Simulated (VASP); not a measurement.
# MgO3 (ReO3 type) (Pm-3m) in VASP: notebook

Runs on MgO3 (ReO3 type). Level: PBE. Tasks: single point.

Everything below comes from runs of VASP 6.6.1. Logs are shortened: lines on timing, memory, paths and dates and some standing lists are left out, and cuts for length are marked.

## Step 1: The cell of the first run

The structure is cubic, space group Pm-3m (No. 221). Conventional cell: a = 3.961 Å, b = 3.961 Å, c = 3.961 Å, α = 90.00°, β = 90.00°, γ = 90.00°. Within 2.6 Å of Mg (site symmetry m-3m) lie 6 O at 1.98 Å. O (site symmetry 4/mmm) has 2 Mg at 1.98 Å within 2.6 Å.

## Step 2: Single point, PBE

File INCAR:

```
ALGO = Normal
EDIFF = 1E-7
ENCUT = 520
GGA = PE
ISIF = 2
ISMEAR = -1
LASPH = T
LCHARG = T
LELF = T
LREAL = F
LVHAR = T
LWAVE = F
NBANDS = 18
NELM = 80
PREC = Accurate
SIGMA = 0.06122561905347299
```

File KPOINTS:

```
k-points
0
Gamma
  27 27 27
```

File POSCAR:

```
MgO3
1.0
    3.9608603701      0.0000000000      0.0000000000
    0.0000000000      3.9608603701      0.0000000000
    0.0000000000      0.0000000000      3.9608603701
Mg O
1 3
Direct
    0.0000000000      0.0000000000      0.0000000000
    0.5000000000      0.0000000000      0.0000000000
    0.0000000000      0.5000000000      0.0000000000
    0.0000000000      0.0000000000      0.5000000000
```

Potentials or basis: VASP PAW PBE potentials, release 64 (Mg, O).

On the command line:

```bash
cat potpaw_PBE.64/Mg/POTCAR potpaw_PBE.64/O/POTCAR > POTCAR
mpirun -np 1 vasp_std > vasp.out
```

OUTCAR:

```text
EDIFF = 1E-7
   ENCUT = 520
   GGA = PE
   ISIF = 2
   ISMEAR = -1
   LASPH = T
   LREAL = F
   NELM = 80
   PREC = Accurate

 ion  position               nearest neighbor table
   1  0.000  0.000  0.000-   2 1.98   3 1.98   4 1.98   4 1.98   3 1.98   2 1.98
   2  0.500  0.000  0.000-   1 1.98   1 1.98
   3  0.000  0.500  0.000-   1 1.98   1 1.98
   4  0.000  0.000  0.500-   1 1.98   1 1.98

  LATTYP: Found a simple cubic cell.
 ALAT       =     3.9608603701

  Lattice vectors:

 A1 = (   3.9608603701,   0.0000000000,   0.0000000000)
 A2 = (   0.0000000000,   3.9608603701,   0.0000000000)
 A3 = (   0.0000000000,   0.0000000000,   3.9608603701)

Analysis of symmetry for initial positions (statically):
=====================================================================
 Subroutine PRICEL returns:
 Original cell was already a primitive cell.

 Routine SETGRP: Setting up the symmetry group for a
 simple cubic supercell.

 Subroutine GETGRP returns: Found 48 space group operations
 (whereof 48 operations were pure point group operations)
 out of a pool of 48 trial point group operations.

The static configuration has the point symmetry O_h .

Analysis of symmetry for dynamics (positions and initial velocities):
=====================================================================
 Subroutine PRICEL returns:
 Original cell was already a primitive cell.

 Routine SETGRP: Setting up the symmetry group for a
 simple cubic supercell.

 Subroutine GETGRP returns: Found 48 space group operations
 (whereof 48 operations were pure point group operations)
 out of a pool of 48 trial point group operations.

The dynamic configuration has the point symmetry O_h .

 Subroutine INISYM returns: Found 48 space group operations
 (whereof 48 operations are pure point group operations),
 and found     1 'primitive' translations

----------------------------------------------------------------------------------------

                                     Primitive cell

  volume of cell :      62.1396

  direct lattice vectors                    reciprocal lattice vectors
     3.960860370  0.000000000  0.000000000     0.252470399  0.000000000  0.000000000
     0.000000000  3.960860370  0.000000000     0.000000000  0.252470399  0.000000000
     0.000000000  0.000000000  3.960860370     0.000000000  0.000000000  0.252470399

  length of vectors
     3.960860370  3.960860370  3.960860370     0.252470399  0.252470399  0.252470399

  position of ions in fractional coordinates (direct lattice)
     0.000000000  0.000000000  0.000000000
     0.500000000  0.000000000  0.000000000
     0.000000000  0.500000000  0.000000000
     0.000000000  0.000000000  0.500000000

  ion indices of the primitive-cell ions
   primitive index   ion index
                 1           1
                 2           2
                 3           3
                 4           4

----------------------------------------------------------------------------------------

 KPOINTS: k-points

Automatic generation of k-mesh.
 Grid dimensions read from file:
 generate k-points for:   27   27   27

 Generating k-lattice:

  Cartesian coordinates                     Fractional coordinates (reciprocal lattice)
     0.009350756  0.000000000  0.000000000     0.037037037  0.000000000  0.000000000
     0.000000000  0.009350756  0.000000000     0.000000000  0.037037037  0.000000000
     0.000000000  0.000000000  0.009350756     0.000000000  0.000000000  0.037037037

  Length of vectors
     0.009350756  0.009350756  0.009350756

  Shift w.r.t. Gamma in fractional coordinates (k-lattice)
     0.000000000  0.000000000  0.000000000

 Subroutine IBZKPT returns following result:
 ===========================================

 Found    560 irreducible k-points:

 Following reciprocal coordinates:
            Coordinates               Weight
  0.000000  0.000000  0.000000      1.000000
  0.037037  0.000000  0.000000      6.000000
  0.074074  0.000000  0.000000      6.000000
  0.111111  0.000000  0.000000      6.000000
  0.148148  0.000000  0.000000      6.000000
  0.185185  0.000000  0.000000      6.000000
[... 16 lines left out ...]
  0.333333  0.037037  0.000000     24.000000
  0.370370  0.037037  0.000000     24.000000
 [... further k-points ...]
   k-points           NKPTS =    560   k-points in BZ     NKDIM =    560   number of bands    NBANDS=     18
   number of dos      NEDOS =    301   number of ions     NIONS =      4
   total plane-waves  NPLWV =  27000
   dimension x,y,z NGX =    30 NGY =   30 NGZ =   30
   dimension x,y,z NGXF=    60 NGYF=   60 NGZF=   60
   ions per type =               1   3
   NGX,Y,Z   is equivalent  to a cutoff of  12.59, 12.59, 12.59 a.u.
   NGXF,Y,Z  is equivalent  to a cutoff of  25.18, 25.18, 25.18 a.u.
 SYSTEM =  unknown system
   PREC   = accura    normal or accurate (medium, high low for compatibility)
   ISTART =      0    job   : 0-new  1-cont  2-samecut
   ICHARG =      2    charge: 1-file 2-atom 10-const
   ISPIN  =      1    spin polarized calculation?
   LNONCOLLINEAR =      F non collinear calculations
   LSORBIT =      F    spin-orbit coupling
   LASPH  =      T    aspherical Exc in radial PAW
   ENCUT  =  520.0 eV  38.22 Ry    6.18 a.u.   7.36  7.36  7.36*2*pi/ulx,y,z
   NELM   =     80;   NELMIN=  2; NELMDL= -5     # of ELM steps
   EDIFF  = 0.1E-06   stopping-criterion for ELM
   LREAL  =      F    real-space projection
   EDIFFG = 0.1E-05   stopping-criterion for IOM
   NSW    =      0    number of steps for IOM
   IBRION =     -1    ionic relax: 0-MD 1-quasi-New 2-CG
   NFREE  =      0    steps in history (QN), initial steepest desc. (CG)
   ISIF   =      2    stress and relaxation
   ISYM   =      2    0-nonsym 1-usesym 2-fastsym
   POTIM  = 0.5000    time-step for ionic-motion
   TEBEG  =    0.0;   TEEND  =   0.0 temperature during run
   PSTRESS=    0.0 pullay stress
   NELECT =      20.0000    total number of electrons
   NUPDOWN=      -1.0000    fix difference up-down
   EMIN   =  10.00;   EMAX   =-10.00  energy-range for DOS
   EFERMI =   0.00;   METHOD = LEGACY
   ISMEAR =    -1;   SIGMA  =   0.06  broadening in eV -4-tet -1-fermi 0-gaus
   EFERMI_NEDOS =   21; number of points for ismear=-14 and -15
   IALGO  =     38    algorithm
   IMIX   =      4    mixing-type and parameters
     AMIX     =   0.40;   BMIX     =  1.00
     AMIX_MAG =   1.60;   BMIX_MAG =  1.00
  volume/ion in A,a.u.               =      15.53       104.83
  Fermi-wavevector in a.u.,A,eV,Ry     =   1.121920  2.120122 17.125720  1.258705
  Thomas-Fermi vector in A             =   2.258577
   LORBIT       =      0    0 simple, 1 ext, 2 COOP (PROOUT), +10 PAW based schemes
   GGA     = PE    functional components
   LHFCALC =     F    Hartree Fock is set to
   AEXX    =    0.0000 exact exchange contribution
   IVDW    =     0    specifies the selected vdW correction
   LEPSILON=     F    determine dielectric tensor
   LRPA    =     F    only Hartree local field effects (RPA)
 non-spin polarized calculation
  energy-cutoff  :      520.00
  volume of cell :       62.14
 maximum number of plane-waves:      1743
 NGX is ok and might be reduce to    30
   NGX = 15   NGY = 15   NGZ = 15

 number of electron      19.9999989 magnetization

 Free energy of the ion-electron system (eV)
  ---------------------------------------------------
  ext. energy  EPLUGINS =         0.00000000
  ---------------------------------------------------
  free energy    TOTEN  =       -15.63123536 eV

  energy without entropy =      -15.52345120  energy(sigma->0) =      -15.57734328

 E-fermi :  -2.8891     XC(G=0):  -8.1213

 val. band max:       -2.8893915907   @ k =   0.3704   0.1481   0.0370
 cond. band min:      -2.8888639234   @ k =   0.2222   0.1852   0.0000
 fundamental gap:      0.0005276673
 Fermi energy:        -2.8891300699

 k-point     1 :       0.0000    0.0000    0.0000
  band No.  band energies     occupation
      1     -19.5045      2.00000
      2     -18.2366      2.00000
      3     -18.2366      2.00000
      4      -5.2903      2.00000
      5      -5.2903      2.00000
      6      -5.2903      2.00000
[... 10 lines left out ...]
     17      13.4268      0.00000
     18      13.4268      0.00000

 k-point     2 :       0.0370    0.0000    0.0000
  band No.  band energies     occupation
      1     -19.5006      2.00000
      2     -18.2400      2.00000
      3     -18.2362      2.00000
      4      -5.2866      2.00000
      5      -5.2860      2.00000
      6      -5.2860      2.00000
[... 10 lines left out ...]
     17      13.4213      0.00000
     18      13.4326      0.00000

 k-point     3 :       0.0741    0.0000    0.0000
  band No.  band energies     occupation
      1     -19.4894      2.00000
      2     -18.2501      2.00000
      3     -18.2356      2.00000
      4      -5.2755      2.00000
      5      -5.2733      2.00000
      6      -5.2733      2.00000
[... 10 lines left out ...]
     17      13.4055      0.00000
     18      13.4099      0.00000

 k-point     4 :       0.1111    0.0000    0.0000
  band No.  band energies     occupation
      1     -19.4709      2.00000
      2     -18.2671      2.00000
      3     -18.2345      2.00000
      4      -5.2567      2.00000
      5      -5.2525      2.00000
      6      -5.2525      2.00000
[... 375 lines left out ...]
      4      -5.1301      2.00000
      5      -5.0506      2.00000
      6      -4.9557      2.00000
[... 10 lines left out ...]
     17      13.2143      0.00000
     18      13.5405      0.00000

 k-point    23 :       0.3333    0.0370    0.0000
  band No.  band energies     occupation
      1     -19.2398      2.00000
      2     -18.4809      2.00000
      3     -18.2276      2.00000
      4      -5.0808      2.00000
      5      -5.0028      2.00000
      6      -4.8879      2.00000
[... 10 lines left out ...]
     17      13.1872      0.00000
     18      13.6995      0.00000

 k-point    24 :       0.3704    0.0370    0.0000
  band No.  band energies     occupation
      1     -19.1940      2.00000
      2     -18.5247      2.00000
      3     -18.2262      2.00000
      4      -5.0314      2.00000
      5      -4.9580      2.00000
      6      -4.8170      2.00000
[... 10 lines left out ...]
     17      13.1639      0.00000
     18      13.8652      0.00000

 [... further k-points ...]

------------------------ aborting loop because EDIFF is reached ----------------------------------------

  FORCE on cell =-STRESS in cart. coord.  units (eV):
  Direction    XX          YY          ZZ          XY          YZ          ZX
  --------------------------------------------------------------------------------------
  -------------------------------------------------------------------------------------
  Total       -0.1070434     -0.1070434     -0.1070434     -0.0000000      0.0000000     -0.0000000
  in kB       -2.7599534     -2.7599534     -2.7599534     -0.0000000      0.0000000     -0.0000000
  external PRESSURE =      -2.7599534 kB  Pullay stress =       0.0000000 kB

 VOLUME and BASIS-vectors are now :
 -----------------------------------------------------------------------------
  energy-cutoff  :      520.00
  volume of cell :       62.14
      direct lattice vectors                 reciprocal lattice vectors
     3.960860370  0.000000000  0.000000000     0.252470399  0.000000000  0.000000000
     0.000000000  3.960860370  0.000000000     0.000000000  0.252470399  0.000000000
     0.000000000  0.000000000  3.960860370     0.000000000  0.000000000  0.252470399

 POSITION                                       TOTAL-FORCE (eV/Angst)
 -----------------------------------------------------------------------------------
      0.00000      0.00000      0.00000         0.000000      0.000000      0.000000
      1.98043      0.00000      0.00000         0.000000      0.000000      0.000000
      0.00000      1.98043      0.00000         0.000000      0.000000      0.000000
      0.00000      0.00000      1.98043         0.000000      0.000000      0.000000
 -----------------------------------------------------------------------------------
    total drift:                                0.000000      0.000000      0.000000

  FREE ENERGIE OF THE ION-ELECTRON SYSTEM (eV)
  ---------------------------------------------------
  free  energy   TOTEN  =       -15.6312353607 eV

  energy  without entropy=      -15.5234512014  energy(sigma->0) =      -15.57734328
```

Wall time 6.5 min (1 thread of Intel Xeon Platinum 8488C (Sapphire Rapids), shared host); peak memory 0.61 GiB.

Results:

| Item | Value |
| --- | --- |
| Free energy | -15.6312 eV |
| Pressure | -0.3 GPa |
| Band gap on the k mesh | zero (band 10 reaches -2.28 eV, above the bottom of band 11 at -3.41 eV) |

Levels at points of the mesh, in eV from the Fermi level:
```
           k point  band 7  band 8  band 9  band 10  band 11  band 12  band 13  band 14
(0.00, 0.00, 0.00)   -0.15   -0.15   -0.15     0.20     0.20     0.20     7.99    13.12
```

## Step 3: Single point, PBE

This run uses another cell than the first one, of 14.60 Å³/atom, 0.940 times its volume.

File INCAR:

```
PREC     = Accurate       # precision mode
ENCUT    = 600            # plane-wave cutoff, eV
EDIFF    = 1E-6           # SCF threshold, eV
ISMEAR   = -1             # smearing method
SIGMA    = 0.06122561905347299 # smearing width, eV
LREAL    = False          # projectors in reciprocal space
LASPH    = True           # aspherical terms in the spheres
NELM     = 120            # most SCF steps
ALGO     = Normal         # electronic algorithm
ISIF     = 2              # what is computed and relaxed
LWAVE    = False          # write WAVECAR
LCHARG   = True           # write CHGCAR
GGA      = PE             # functional
LELF     = True           # ELF
LVHAR    = True         
NBANDS   = 18             # bands
GGA_COMPAT= False
```

File KPOINTS:

```
regular mesh
0
Gamma
  14 14 14
```

File POSCAR:

```
MgO3
1.0
    3.8800037971      0.0000000000      0.0000000000
    0.0000000000      3.8800037971      0.0000000000
    0.0000000000      0.0000000000      3.8800037971
Mg O
1 3
Direct
    0.0000000000      0.0000000000      0.0000000000
    0.5000000000      0.0000000000      0.0000000000
    0.0000000000      0.5000000000      0.0000000000
    0.0000000000      0.0000000000      0.5000000000
```

Potentials or basis: VASP PAW PBE potentials, release 64 (Mg, O).

On the command line:

```bash
cat potpaw_PBE.64/Mg/POTCAR potpaw_PBE.64/O/POTCAR > POTCAR
mpirun -np 1 vasp_std > vasp.out
```

OUTCAR:

```text
PREC = Accurate
   ENCUT = 600
   EDIFF = 1E-6
   ISMEAR = -1
   LREAL = False
   LASPH = True
   NELM = 120
   ISIF = 2
   GGA = PE

 ion  position               nearest neighbor table
   1  0.000  0.000  0.000-   2 1.94   3 1.94   4 1.94   4 1.94   3 1.94   2 1.94
   2  0.500  0.000  0.000-   1 1.94   1 1.94
   3  0.000  0.500  0.000-   1 1.94   1 1.94
   4  0.000  0.000  0.500-   1 1.94   1 1.94

  LATTYP: Found a simple cubic cell.
 ALAT       =     3.8800037971

  Lattice vectors:

 A1 = (   3.8800037971,   0.0000000000,   0.0000000000)
 A2 = (   0.0000000000,   3.8800037971,   0.0000000000)
 A3 = (   0.0000000000,   0.0000000000,   3.8800037971)

Analysis of symmetry for initial positions (statically):
=====================================================================
 Subroutine PRICEL returns:
 Original cell was already a primitive cell.

 Routine SETGRP: Setting up the symmetry group for a
 simple cubic supercell.

 Subroutine GETGRP returns: Found 48 space group operations
 (whereof 48 operations were pure point group operations)
[... 169 lines left out ...]

 val. band max:       -2.5742393217   @ k =   0.1429   0.0000   0.0000
 cond. band min:      -2.5724136146   @ k =   0.3571   0.3571   0.1429
 fundamental gap:      0.0018257071
 Fermi energy:        -2.5728189680

 k-point     1 :       0.0000    0.0000    0.0000
  band No.  band energies     occupation
      1     -19.4074      2.00000
      2     -17.9698      2.00000
      3     -17.9698      2.00000
      4      -5.1406      2.00000
      5      -5.1406      2.00000
      6      -5.1406      2.00000
[... 481 lines left out ...]
      5      -4.6461      2.00000
      6      -4.1843      2.00000
[... 10 lines left out ...]
     17      13.8920      0.00000
     18      14.7536      0.00000

 [... further k-points ...]

------------------------ aborting loop because EDIFF is reached ----------------------------------------

  FORCE on cell =-STRESS in cart. coord.  units (eV):
  Direction    XX          YY          ZZ          XY          YZ          ZX
  --------------------------------------------------------------------------------------
  -------------------------------------------------------------------------------------
  Total        1.3726940      1.3726940      1.3726940     -0.0000000      0.0000000     -0.0000000
  in kB       37.6519833     37.6519833     37.6519833     -0.0000000      0.0000000     -0.0000000
  external PRESSURE =      37.6519833 kB  Pullay stress =       0.0000000 kB

 VOLUME and BASIS-vectors are now :
 -----------------------------------------------------------------------------
  energy-cutoff  :      600.00
  volume of cell :       58.41
      direct lattice vectors                 reciprocal lattice vectors
     3.880003797  0.000000000  0.000000000     0.257731707  0.000000000  0.000000000
     0.000000000  3.880003797  0.000000000     0.000000000  0.257731707  0.000000000
     0.000000000  0.000000000  3.880003797     0.000000000  0.000000000  0.257731707

 POSITION                                       TOTAL-FORCE (eV/Angst)
 -----------------------------------------------------------------------------------
      0.00000      0.00000      0.00000         0.000000      0.000000      0.000000
      1.94000      0.00000      0.00000         0.000000      0.000000      0.000000
      0.00000      1.94000      0.00000         0.000000      0.000000      0.000000
      0.00000      0.00000      1.94000         0.000000      0.000000      0.000000
 -----------------------------------------------------------------------------------
    total drift:                                0.000000      0.000000     -0.000000

  FREE ENERGIE OF THE ION-ELECTRON SYSTEM (eV)
  ---------------------------------------------------
  free  energy   TOTEN  =       -15.5904281796 eV

  energy  without entropy=      -15.4919646183  energy(sigma->0) =      -15.54119640
```

OSZICAR:

```text
N       E                     dE             d eps       ncg     rms          rms(c)
DAV:   1     0.974243853998E+02    0.97424E+02   -0.11244E+04  4464   0.111E+03
DAV:   2    -0.105614407131E+02   -0.10799E+03   -0.10511E+03  5330   0.232E+02
DAV:   3    -0.161585092468E+02   -0.55971E+01   -0.54562E+01  5336   0.509E+01
DAV:   4    -0.161974144875E+02   -0.38905E-01   -0.38889E-01  6038   0.475E+00
DAV:   5    -0.161976661475E+02   -0.25166E-03   -0.25164E-03  5562   0.358E-01    0.590E+00
DAV:   6    -0.156400325511E+02    0.55763E+00   -0.98072E-01  5368   0.687E+00    0.247E+00
DAV:   7    -0.155861778513E+02    0.53855E-01   -0.10693E-01  5962   0.222E+00    0.875E-01
DAV:   8    -0.155885340334E+02   -0.23562E-02   -0.11467E-02  4838   0.850E-01    0.193E-01
DAV:   9    -0.155903332797E+02   -0.17992E-02   -0.15053E-03  4718   0.291E-01    0.260E-02
DAV:  10    -0.155904034958E+02   -0.70216E-04   -0.49475E-05  5116   0.552E-02    0.147E-02
DAV:  11    -0.155904278410E+02   -0.24345E-04   -0.17452E-05  4748   0.308E-02    0.330E-03
DAV:  12    -0.155904281796E+02   -0.33863E-06   -0.18245E-06  5674   0.104E-02
   1 F= -.15590428E+02 E0= -.15541196E+02  d E =-.984636E-01
```

Wall time 2.3 min (1 thread of Intel Xeon 8259CL, shared host); peak memory 0.27 GiB.

Results:

* Free energy: -15.5904 eV
* Pressure: 3.8 GPa
* Band gap on the k mesh: zero (band 10 reaches -1.91 eV, above the bottom of band 11 at -3.14 eV)

Levels at points of the mesh, in eV from the Fermi level:
```tsv
k point	band 7	band 8	band 9	band 10	band 11	band 12	band 13	band 14
(0.00, 0.00, 0.00)	-0.17	-0.17	-0.17	0.23	0.23	0.23	8.23	13.86
(0.50, 0.00, 0.00)	-1.29	-0.69	-0.69	-0.40	0.09	0.09	10.72	11.78
(0.50, 0.50, 0.00)	-0.81	-0.81	-0.65	-0.65	-0.56	0.66	11.78	13.39
(0.50, 0.50, 0.50)	-2.14	-0.55	-0.55	0.67	0.67	0.67	11.01	14.59
```
